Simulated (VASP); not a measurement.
# HfB (Fm-3m) in VASP: settings compared, part 2 of 2

VASP 6.6.1.

### 5 Single point, PBE

INCAR

```
ALGO = Normal
EDIFF = 1E-6
ENCUT = 500
GGA = PE
GGA_COMPAT = False
ISIF = 2
ISMEAR = -1
LASPH = True
LCHARG = False
LREAL = False
LWAVE = False
NBANDS = 14
NELM = 120
PREC = Accurate
SIGMA = 0.06802846561497
```

KPOINTS

```
k-points
0
Gamma
  8 8 8
```

POSCAR

```
HfB
1.0
    0.0000000000      2.3100000000      2.3100000000
    2.3100000000      0.0000000000      2.3100000000
    2.3100000000      2.3100000000      0.0000000000
Hf B
1 1
Direct
    0.5000000000      0.5000000000      0.5000000000
    0.0000000000      0.0000000000      0.0000000000
```

Potentials or basis: VASP PAW PBE potentials, release 64 (Hf_pv, B).

Command:

```bash
cat potpaw_PBE.64/Hf_pv/POTCAR potpaw_PBE.64/B/POTCAR > POTCAR
mpirun -np 1 vasp_std > vasp.out
```

OUTCAR:

```text
EDIFF = 1E-6
   ENCUT = 500
   GGA = PE
   ISIF = 2
   ISMEAR = -1
   LASPH = True
   LREAL = False
   NELM = 120
   PREC = Accurate

 ion  position               nearest neighbor table
   1  0.500  0.500  0.500-   2 2.31   2 2.31   2 2.31   2 2.31   2 2.31   2 2.31
   2  0.000  0.000  0.000-   1 2.31   1 2.31   1 2.31   1 2.31   1 2.31   1 2.31

  LATTYP: Found a face centered cubic cell.
 ALAT       =     4.6200000000

  Lattice vectors:

 A1 = (   0.0000000000,   2.3100000000,   2.3100000000)
 A2 = (   2.3100000000,   0.0000000000,   2.3100000000)
 A3 = (   2.3100000000,   2.3100000000,   0.0000000000)

Analysis of symmetry for initial positions (statically):
=====================================================================
 Subroutine PRICEL returns:
 Original cell was already a primitive cell.

 Routine SETGRP: Setting up the symmetry group for a
 face centered cubic supercell.

 Subroutine GETGRP returns: Found 48 space group operations
 (whereof 48 operations were pure point group operations)
 out of a pool of 48 trial point group operations.

The static configuration has the point symmetry O_h .

Analysis of symmetry for dynamics (positions and initial velocities):
=====================================================================
 Subroutine PRICEL returns:
 Original cell was already a primitive cell.

 Routine SETGRP: Setting up the symmetry group for a
 face centered cubic supercell.

 Subroutine GETGRP returns: Found 48 space group operations
 (whereof 48 operations were pure point group operations)
 out of a pool of 48 trial point group operations.

The dynamic configuration has the point symmetry O_h .

 Subroutine INISYM returns: Found 48 space group operations
 (whereof 48 operations are pure point group operations),
 and found     1 'primitive' translations

----------------------------------------------------------------------------------------

                                     Primitive cell

  volume of cell :      24.6528

[... 117 lines left out ...]
   LEPSILON=     F    determine dielectric tensor
   LRPA    =     F    only Hartree local field effects (RPA)
 non-spin polarized calculation
  energy-cutoff  :      500.00
  volume of cell :       24.65
 maximum number of plane-waves:       638
   NGX = 11   NGY = 11   NGZ = 11

 number of electron      13.0000002 magnetization

 Free energy of the ion-electron system (eV)
  ---------------------------------------------------
  ext. energy  EPLUGINS =         0.00000000
  ---------------------------------------------------
  free energy    TOTEN  =       -17.14999741 eV

  energy without entropy =      -17.13165508  energy(sigma->0) =      -17.14082624

 E-fermi :   5.1817     XC(G=0): -12.3022

 val. band max:        5.1383361338   @ k =   0.5000   0.2500   0.0000
 cond. band min:       5.2164695114   @ k =   0.2500   0.1250   0.0000
 fundamental gap:      0.0781333776
 Fermi energy:         5.1817271471

 k-point     1 :       0.0000    0.0000    0.0000
  band No.  band energies     occupation
      1     -23.1703      2.00000
      2     -23.1703      2.00000
      3     -23.1703      2.00000
      4      -4.4455      2.00000
      5       7.3274      0.00000
      6       7.3274      0.00000
      7       7.3274      0.00000
      8       9.0890      0.00000
      9       9.0890      0.00000
     10       9.0890      0.00000
     11       9.3544      0.00000
     12       9.3544      0.00000
     13      16.8012      0.00000
     14      18.1420      0.00000
[... 377 lines left out ...]
      1     -23.7976      2.00000
      2     -23.4457      2.00000
      3     -23.3129      2.00000
      4       0.1482      2.00000
      5       1.3772      2.00000
      6       3.9256      2.00000
      7       4.3761      1.99999
      8      10.6411      0.00000
      9      10.7058      0.00000
     10      12.5460      0.00000
     11      16.5990      0.00000
     12      16.6232      0.00000
     13      17.9183      0.00000
     14      20.3064      0.00000

 [... further k-points ...]

------------------------ aborting loop because EDIFF is reached ----------------------------------------

  FORCE on cell =-STRESS in cart. coord.  units (eV):
  Direction    XX          YY          ZZ          XY          YZ          ZX
  --------------------------------------------------------------------------------------
  -------------------------------------------------------------------------------------
  Total        4.7331996      4.7331996      4.7331996      0.0000000      0.0000000     -0.0000000
  in kB      307.6093012    307.6093012    307.6093012      0.0000000      0.0000000     -0.0000000
  external PRESSURE =     307.6093012 kB  Pullay stress =       0.0000000 kB

 VOLUME and BASIS-vectors are now :
 -----------------------------------------------------------------------------
  energy-cutoff  :      500.00
  volume of cell :       24.65
      direct lattice vectors                 reciprocal lattice vectors
     0.000000000  2.310000000  2.310000000    -0.216450216  0.216450216  0.216450216
     2.310000000  0.000000000  2.310000000     0.216450216 -0.216450216  0.216450216
     2.310000000  2.310000000  0.000000000     0.216450216  0.216450216 -0.216450216

 POSITION                                       TOTAL-FORCE (eV/Angst)
 -----------------------------------------------------------------------------------
      2.31000      2.31000      2.31000         0.000000     -0.000000     -0.000000
      0.00000      0.00000      0.00000        -0.000000      0.000000      0.000000
 -----------------------------------------------------------------------------------
    total drift:                               -0.000000     -0.000000      0.000000

  FREE ENERGIE OF THE ION-ELECTRON SYSTEM (eV)
  ---------------------------------------------------
  free  energy   TOTEN  =       -17.1499974053 eV

  energy  without entropy=      -17.1316550770  energy(sigma->0) =      -17.14082624
```

Run time: 5.8 s. Hardware: 1 thread of AMD EPYC 9R45 (Zen 5), shared host; peak memory 0.11 GiB.

Results:

- Free energy: -17.1500 eV
- Pressure: 30.8 GPa

Caveat: spin-orbit coupling is left out, which moves the levels of the heavy elements.

### 6 Single point, revPBE

INCAR

```
PREC = Accurate ; ENCUT = 500
EDIFF = 1E-6 ; ISMEAR = 0
SIGMA = 0.1 ; LREAL = False
LASPH = True ; NELM = 120
ALGO = Normal ; ISIF = 2
LWAVE = False ; LCHARG = False
GGA = RE ; NELECT = 12.9
NBANDS = 14 ; GGA_COMPAT = False
```

KPOINTS

```
Automatic mesh
0
Gamma
  2 2 2
```

POSCAR is that of step 5.

Potentials or basis: VASP PAW PBE potentials, release 64 (Hf_pv, B).

Command:

```bash
cat potpaw_PBE.64/Hf_pv/POTCAR potpaw_PBE.64/B/POTCAR > POTCAR
mpirun -np 1 vasp_std > vasp.out
```

Wall time 7.3 s (1 thread of Intel Xeon Platinum 8375C at 2.90GHz (Ice Lake), shared host); peak memory 0.13 GiB.

Results (log left out):

```yaml
Free_energy: -16.9909 eV
```

Levels at points of the mesh, in eV from the Fermi level:
| k point | band 3 | band 4 | band 5 | band 6 | band 7 | band 8 | band 9 | band 10 |
| --- | --- | --- | --- | --- | --- | --- | --- | --- |
| (0.00, 0.00, 0.00) | -30.46 | -11.85 | 0.05 | 0.05 | 0.05 | 1.64 | 1.64 | 1.64 |
| (0.50, 0.00, 0.00) | -30.53 | -7.24 | -6.40 | -3.61 | -3.61 | 4.41 | 4.41 | 5.43 |
| (0.50, 0.50, 0.00) | -30.72 | -9.04 | -3.26 | -3.17 | 0.08 | 0.08 | 4.09 | 5.79 |

Caveat: the k points lie up to 1.18 Å⁻¹ apart; the cell carries a net charge on a neutralising background, which shifts energy and pressure; the cell is charged against a uniform background, so pressure and absolute levels hang on convention; the PAW data sets were made with another functional, which shifts forces and pressure a little; spin-orbit coupling is left out, which moves the levels of the heavy elements.

### 7 The runs side by side

```csv
level,smearing,gap on the mesh (eV),pressure (GPa)
RPBE,gaussian 0.1 eV,none,34.6
PBE,gaussian 0.096 eV,none,30.7
PBE,fermi-dirac 0.0680285 eV,none,30.8
```

Alike in all rows: task single point; potentials or basis VASP PAW PBE potentials, release 64 (Hf_pv, B); no spin polarisation; cell as given; k mesh 8 × 8 × 8; cutoff (eV) 500.

Every run on the cell as given and a fine mesh finds a metal. The pressure there spans 30.7 GPa (PBE) to 34.6 GPa (RPBE); a positive pressure means that this level wants a larger cell, a negative one a smaller.

Caveats: spin-orbit coupling is left out, which moves the levels of the heavy elements; the PAW data sets were made with another functional, which shifts forces and pressure a little (some runs).

Absolute energies hang on the potentials; compare differences alone.
